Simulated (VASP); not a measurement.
# CsSnI3 (P4/mmm) in VASP: a series of runs

The runs below take CsSnI3 through single point, with PBE.

Program: VASP 6.6.1. These are calculated values, not measurements. Logs are shortened: lines on timing, memory, paths and dates and some standing lists are left out, and cuts for length are marked.

### 1 The cell of the first run

The structure is tetragonal, space group P4/mmm (No. 123). The conventional cell has a = 6.366 Å, b = 6.366 Å, c = 6.212 Å, α = 90.00°, β = 90.00°, γ = 90.00°. Cs (site symmetry 4/mmm) has 12 I at 4.45 to 4.50 Å and 8 Sn at 5.47 Å within 5.8 Å. Sn (site symmetry 4/mmm) has 6 I at 3.11 to 3.18 Å within 4.1 Å. Within 4.1 Å of I (site symmetry 4/mmm) lie 2 Sn at 3.11 Å. Within 4.2 Å of I (site symmetry mmm) lie 2 Sn at 3.18 Å.

### 2 Single point, PBE (epitaxial xy strain +2.0%)

The input, INCAR:

```
  PREC = Accurate
  ENCUT = 520
  EDIFF = 1E-7
  ISMEAR = -1
  SIGMA = 0.02
  LREAL = False
  LASPH = True
  NELM = 100
  ALGO = Normal
  ISIF = 2
  LWAVE = False
  LCHARG = False
  GGA = PE
  NBANDS = 30
```

The input, KPOINTS:

```
Automatic mesh
0
Gamma
  4 4 4
```

The input, POSCAR:

```
CsSnI3
1.0
    6.3663205189      0.0000000000      0.0000000000
    0.0000000000      6.3663205189      0.0000000000
    0.0000000000      0.0000000000      6.2115700546
Cs Sn I
1 1 3
Direct
    0.0000000000      0.0000000000      0.0000000000
    0.5000000000      0.5000000000      0.5000000000
    0.5000000000      0.5000000000      0.0000000000
    0.5000000000      0.0000000000      0.5000000000
    0.0000000000      0.5000000000      0.5000000000
```

Potentials or basis: VASP PAW PBE potentials, release 64 (Cs_sv, Sn_d, I).

The run is started by

```
$ cat potpaw_PBE.64/Cs_sv/POTCAR potpaw_PBE.64/Sn_d/POTCAR potpaw_PBE.64/I/POTCAR > POTCAR
$ mpirun -np 1 vasp_std > vasp.out
```

OUTCAR:

```text
PREC = Accurate
   ENCUT = 520
   EDIFF = 1E-7
   ISMEAR = -1
   LREAL = False
   LASPH = True
   NELM = 100
   ISIF = 2
   GGA = PE

 ion  position               nearest neighbor table
   1  0.000  0.000  0.000-
   2  0.500  0.500  0.500-   3 3.11   3 3.11   5 3.18   4 3.18   4 3.18   5 3.18
   3  0.500  0.500  0.000-   2 3.11   2 3.11
   4  0.500  0.000  0.500-   2 3.18   2 3.18
   5  0.000  0.500  0.500-   2 3.18   2 3.18

  LATTYP: Found a simple tetragonal cell.
 ALAT       =     6.3663205189
 C/A-ratio  =     0.9756923228

  Lattice vectors:

 A1 = (   6.3663205189,   0.0000000000,   0.0000000000)
 A2 = (   0.0000000000,   6.3663205189,   0.0000000000)
 A3 = (   0.0000000000,   0.0000000000,   6.2115700546)

Analysis of symmetry for initial positions (statically):
=====================================================================
 Subroutine PRICEL returns:
 Original cell was already a primitive cell.

 Routine SETGRP: Setting up the symmetry group for a
 simple tetragonal supercell.

 Subroutine GETGRP returns: Found 16 space group operations
 (whereof 16 operations were pure point group operations)
 out of a pool of 16 trial point group operations.

The static configuration has the point symmetry D_4h.

Analysis of symmetry for dynamics (positions and initial velocities):
=====================================================================
 Subroutine PRICEL returns:
 Original cell was already a primitive cell.

 Routine SETGRP: Setting up the symmetry group for a
 simple tetragonal supercell.

 Subroutine GETGRP returns: Found 16 space group operations
 (whereof 16 operations were pure point group operations)
 out of a pool of 16 trial point group operations.

The dynamic configuration has the point symmetry D_4h.

 Subroutine INISYM returns: Found 16 space group operations
 (whereof 16 operations are pure point group operations),
 and found     1 'primitive' translations

----------------------------------------------------------------------------------------

                                     Primitive cell

  volume of cell :     251.7552

  direct lattice vectors                    reciprocal lattice vectors
     6.366320519  0.000000000  0.000000000     0.157076603  0.000000000  0.000000000
     0.000000000  6.366320519  0.000000000     0.000000000  0.157076603  0.000000000
     0.000000000  0.000000000  6.211570055     0.000000000  0.000000000  0.160989893

[... 82 lines left out ...]
   EDIFF  = 0.1E-06   stopping-criterion for ELM
   LREAL  =      F    real-space projection
   EDIFFG = 0.1E-05   stopping-criterion for IOM
   NSW    =      0    number of steps for IOM
   IBRION =     -1    ionic relax: 0-MD 1-quasi-New 2-CG
   NFREE  =      0    steps in history (QN), initial steepest desc. (CG)
   ISIF   =      2    stress and relaxation
   ISYM   =      2    0-nonsym 1-usesym 2-fastsym
   POTIM  = 0.5000    time-step for ionic-motion
   TEBEG  =    0.0;   TEEND  =   0.0 temperature during run
   PSTRESS=    0.0 pullay stress
   NELECT =      44.0000    total number of electrons
   NUPDOWN=      -1.0000    fix difference up-down
   EMIN   =  10.00;   EMAX   =-10.00  energy-range for DOS
   EFERMI =   0.00;   METHOD = LEGACY
   ISMEAR =    -1;   SIGMA  =   0.02  broadening in eV -4-tet -1-fermi 0-gaus
   EFERMI_NEDOS =   21; number of points for ismear=-14 and -15
   IALGO  =     38    algorithm
   IMIX   =      4    mixing-type and parameters
     AMIX     =   0.40;   BMIX     =  1.00
     AMIX_MAG =   1.60;   BMIX_MAG =  1.00
  volume/ion in A,a.u.               =      50.35       339.79
  Fermi-wavevector in a.u.,A,eV,Ry     =   0.915306  1.729677 11.398755  0.837785
  Thomas-Fermi vector in A             =   2.040032
   LORBIT       =      0    0 simple, 1 ext, 2 COOP (PROOUT), +10 PAW based schemes
   GGA     = PE    functional components
   LHFCALC =     F    Hartree Fock is set to
   AEXX    =    0.0000 exact exchange contribution
   IVDW    =     0    specifies the selected vdW correction
   LEPSILON=     F    determine dielectric tensor
   LRPA    =     F    only Hartree local field effects (RPA)
 non-spin polarized calculation
  energy-cutoff  :      520.00
  volume of cell :      251.76
 maximum number of plane-waves:      6808
 NGX is ok and might be reduce to    48
   NGX = 23   NGY = 23   NGZ = 23

 number of electron      43.9999999 magnetization

 Free energy of the ion-electron system (eV)
  ---------------------------------------------------
  ext. energy  EPLUGINS =         0.00000000
  ---------------------------------------------------
  free energy    TOTEN  =       -13.96483809 eV

  energy without entropy =      -13.96483789  energy(sigma->0) =      -13.96483799

 E-fermi :   2.5011     XC(G=0):  -7.3113

 val. band max:        2.2749977799   @ k =   0.5000   0.5000   0.5000
 cond. band min:       2.7410547939   @ k =   0.5000   0.5000   0.5000
 fundamental gap:      0.4660570140
 Fermi energy:         2.5010906092

 k-point     1 :       0.0000    0.0000    0.0000
  band No.  band energies     occupation
      1     -19.8432      2.00000
      2     -19.7179      2.00000
      3     -19.7165      2.00000
      4     -19.7066      2.00000
      5     -19.7016      2.00000
      6     -19.7016      2.00000
[... 583 lines left out ...]
     29       6.5364      0.00000
     30       7.5950      0.00000

------------------------ aborting loop because EDIFF is reached ----------------------------------------

  FORCE on cell =-STRESS in cart. coord.  units (eV):
  Direction    XX          YY          ZZ          XY          YZ          ZX
  --------------------------------------------------------------------------------------
  -------------------------------------------------------------------------------------
  Total       -0.4979725     -0.4979725      0.7257300      0.0000000      0.0000000      0.0000000
  in kB       -3.1691117     -3.1691117      4.6185674      0.0000000      0.0000000      0.0000000
  external PRESSURE =      -0.5732187 kB  Pullay stress =       0.0000000 kB

 VOLUME and BASIS-vectors are now :
 -----------------------------------------------------------------------------
  energy-cutoff  :      520.00
  volume of cell :      251.76
      direct lattice vectors                 reciprocal lattice vectors
     6.366320519  0.000000000  0.000000000     0.157076603  0.000000000  0.000000000
     0.000000000  6.366320519  0.000000000     0.000000000  0.157076603  0.000000000
     0.000000000  0.000000000  6.211570055     0.000000000  0.000000000  0.160989893

 POSITION                                       TOTAL-FORCE (eV/Angst)
 -----------------------------------------------------------------------------------
      0.00000      0.00000      0.00000         0.000000      0.000000      0.000000
      3.18316      3.18316      3.10579         0.000000      0.000000      0.000000
      3.18316      3.18316      0.00000         0.000000      0.000000      0.000000
      3.18316      0.00000      3.10579         0.000000      0.000000      0.000000
      0.00000      3.18316      3.10579         0.000000      0.000000      0.000000
 -----------------------------------------------------------------------------------
    total drift:                                0.000000     -0.000000     -0.000000

  FREE ENERGIE OF THE ION-ELECTRON SYSTEM (eV)
  ---------------------------------------------------
  free  energy   TOTEN  =       -13.9648380865 eV

  energy  without entropy=      -13.9648378918  energy(sigma->0) =      -13.96483799
```

Wall time 1.9 min (1 thread of AMD EPYC 7R43 (Zen 3), shared host); peak memory 0.36 GiB.

What came out:

- Free energy: -13.9648 eV
- Pressure: -0.1 GPa
- Band gap on the k mesh: 0.47 eV, direct

Caveat: the cell differs from its parent crystal (epitaxial xy strain +2.0%); spin-orbit coupling is left out, which moves the levels of the heavy elements. A k mesh can miss the band edges.

### 3 Single point, PBE (epitaxial xy strain +3.0%)

The input, INCAR:

```
SYSTEM = CsSnI3
PREC     = Accurate       ! precision mode
ENCUT    = 520            ! plane-wave cutoff, eV
EDIFF    = 1E-6           ! SCF threshold, eV
ISMEAR   = -1             ! smearing method
SIGMA    = 0.02           ! smearing width, eV
LREAL    = .False.        ! projectors in reciprocal space
LASPH    = .True.         ! aspherical terms in the spheres
NELM     = 60             ! most SCF steps
ALGO     = Normal         ! electronic algorithm
ISIF     = 2              ! what is computed and relaxed
LWAVE    = .False.        ! write WAVECAR
LCHARG   = .False.        ! write CHGCAR
GGA      = PE             ! functional
NBANDS   = 30             ! bands
```

The input, KPOINTS:

```
regular mesh
0
Gamma
  4 4 4
  0 0 0
```

POSCAR: that of step 2 with these lines changed.

```diff
@@ -2,5 +2,5 @@
 1.0
-    6.3663205189      0.0000000000      0.0000000000
-    0.0000000000      6.3663205189      0.0000000000
-    0.0000000000      0.0000000000      6.2115700546
+    6.4287354260      0.0000000000      0.0000000000
+    0.0000000000      6.4287354260      0.0000000000
+    0.0000000000      0.0000000000      6.1960768926
 Cs Sn I
```

Potentials or basis: VASP PAW PBE potentials, release 64 (Cs_sv, Sn_d, I).

The run is started by

```
$ cat potpaw_PBE.64/Cs_sv/POTCAR potpaw_PBE.64/Sn_d/POTCAR potpaw_PBE.64/I/POTCAR > POTCAR
$ mpirun -np 1 vasp_std > vasp.out
```

OUTCAR:

```text
SYSTEM = CsSnI3
   PREC = Accurate
   ENCUT = 520
   EDIFF = 1E-6
   ISMEAR = -1
   LREAL = .False.
   LASPH = .True.
   NELM = 60
   ISIF = 2
   GGA = PE

 ion  position               nearest neighbor table
   1  0.000  0.000  0.000-
   2  0.500  0.500  0.500-   3 3.10   3 3.10   5 3.21   4 3.21   4 3.21   5 3.21
   3  0.500  0.500  0.000-   2 3.10   2 3.10
   4  0.500  0.000  0.500-   2 3.21   2 3.21
   5  0.000  0.500  0.500-   2 3.21   2 3.21

  LATTYP: Found a simple tetragonal cell.
 ALAT       =     6.4287354260
 C/A-ratio  =     0.9638095958

  Lattice vectors:

 A1 = (   6.4287354260,   0.0000000000,   0.0000000000)
 A2 = (   0.0000000000,   6.4287354260,   0.0000000000)
 A3 = (   0.0000000000,   0.0000000000,   6.1960768926)

Analysis of symmetry for initial positions (statically):
=====================================================================
 Subroutine PRICEL returns:
[... 166 lines left out ...]
  free energy    TOTEN  =       -13.94831017 eV

  energy without entropy =      -13.94831009  energy(sigma->0) =      -13.94831013

 E-fermi :   2.3290     XC(G=0):  -7.2429

 val. band max:        2.0848777516   @ k =   0.5000   0.5000   0.5000
 cond. band min:       2.5870054559   @ k =   0.5000   0.5000   0.5000
 fundamental gap:      0.5021277042
 Fermi energy:         2.3290079159

 k-point     1 :       0.0000    0.0000    0.0000
  band No.  band energies     occupation
      1     -19.9762      2.00000
      2     -19.8686      2.00000
      3     -19.8659      2.00000
      4     -19.8599      2.00000
      5     -19.8522      2.00000
      6     -19.8522      2.00000
[... 583 lines left out ...]
     29       6.4261      0.00000
     30       7.4363      0.00000

------------------------ aborting loop because EDIFF is reached ----------------------------------------

  FORCE on cell =-STRESS in cart. coord.  units (eV):
  Direction    XX          YY          ZZ          XY          YZ          ZX
  --------------------------------------------------------------------------------------
  -------------------------------------------------------------------------------------
  Total       -1.0405558     -1.0405558      0.7259038      0.0000000      0.0000000      0.0000000
  in kB       -6.5104059     -6.5104059      4.5417345      0.0000000      0.0000000      0.0000000
  external PRESSURE =      -2.8263591 kB  Pullay stress =       0.0000000 kB

 VOLUME and BASIS-vectors are now :
 -----------------------------------------------------------------------------
  energy-cutoff  :      520.00
  volume of cell :      256.08
      direct lattice vectors                 reciprocal lattice vectors
     6.428735426  0.000000000  0.000000000     0.155551587  0.000000000  0.000000000
     0.000000000  6.428735426  0.000000000     0.000000000  0.155551587  0.000000000
     0.000000000  0.000000000  6.196076893     0.000000000  0.000000000  0.161392445

 POSITION                                       TOTAL-FORCE (eV/Angst)
 -----------------------------------------------------------------------------------
      0.00000      0.00000      0.00000         0.000000      0.000000      0.000000
      3.21437      3.21437      3.09804         0.000000      0.000000      0.000000
      3.21437      3.21437      0.00000         0.000000      0.000000      0.000000
      3.21437      0.00000      3.09804         0.000000      0.000000      0.000000
      0.00000      3.21437      3.09804         0.000000      0.000000      0.000000
 -----------------------------------------------------------------------------------
    total drift:                                0.000000     -0.000000     -0.000000

  FREE ENERGIE OF THE ION-ELECTRON SYSTEM (eV)
  ---------------------------------------------------
  free  energy   TOTEN  =       -13.9483101713 eV

  energy  without entropy=      -13.9483100866  energy(sigma->0) =      -13.94831013
```

OSZICAR:

```text
N       E                     dE             d eps       ncg     rms          rms(c)
DAV:   1     0.338765082666E+03    0.33877E+03   -0.17894E+04  1080   0.130E+03
DAV:   2     0.268625344475E+02   -0.31190E+03   -0.29911E+03  1238   0.269E+02
DAV:   3    -0.127288580680E+02   -0.39591E+02   -0.39318E+02  1268   0.110E+02
DAV:   4    -0.142565548151E+02   -0.15277E+01   -0.15243E+01  1400   0.256E+01
DAV:   5    -0.143079851441E+02   -0.51430E-01   -0.51424E-01  1592   0.438E+00    0.378E+00
DAV:   6    -0.139763809244E+02    0.33160E+00   -0.46992E-01  1354   0.347E+00    0.244E+00
DAV:   7    -0.139426494663E+02    0.33731E-01   -0.34099E-01  1394   0.223E+00    0.107E+00
DAV:   8    -0.139487774410E+02   -0.61280E-02   -0.51438E-02  1310   0.144E+00    0.299E-01
DAV:   9    -0.139479886113E+02    0.78883E-03   -0.56150E-03  1406   0.520E-01    0.134E-01
DAV:  10    -0.139482532734E+02   -0.26466E-03   -0.92684E-04  1306   0.139E-01    0.595E-02
DAV:  11    -0.139483104915E+02   -0.57218E-04   -0.31996E-04  1408   0.110E-01    0.321E-02
DAV:  12    -0.139483135262E+02   -0.30346E-05   -0.37445E-05  1414   0.368E-02    0.268E-02
DAV:  13    -0.139483111110E+02    0.24152E-05   -0.32508E-06  1220   0.125E-02    0.108E-02
DAV:  14    -0.139483101713E+02    0.93967E-06   -0.31547E-06  1194   0.110E-02
   1 F= -.13948310E+02 E0= -.13948310E+02  d E =-.846669E-07
```

stdout:

```text
POSCAR found type information on POSCAR CsSnI
 POSCAR found :  3 types and       5 ions
 scaLAPACK will be used
 LDA part: xc-table for (Slater+PW92), standard interpolation
 POSCAR, INCAR and KPOINTS ok, starting setup
 FFT: planning ... GRIDC
 FFT: planning ... GRID_SOFT
 FFT: planning ... GRID
 WAVECAR not read
 entering main loop
```

Run time: 1.7 min. Hardware: 1 thread of AMD EPYC 7R43 (Zen 3), shared host; peak memory 0.37 GiB.

What came out:

- Free energy: -13.9483 eV
- Pressure: -0.3 GPa
- Band gap on the k mesh: 0.50 eV, direct

Caveat: the cell differs from its parent crystal (epitaxial xy strain +3.0%); spin-orbit coupling is left out, which moves the levels of the heavy elements.
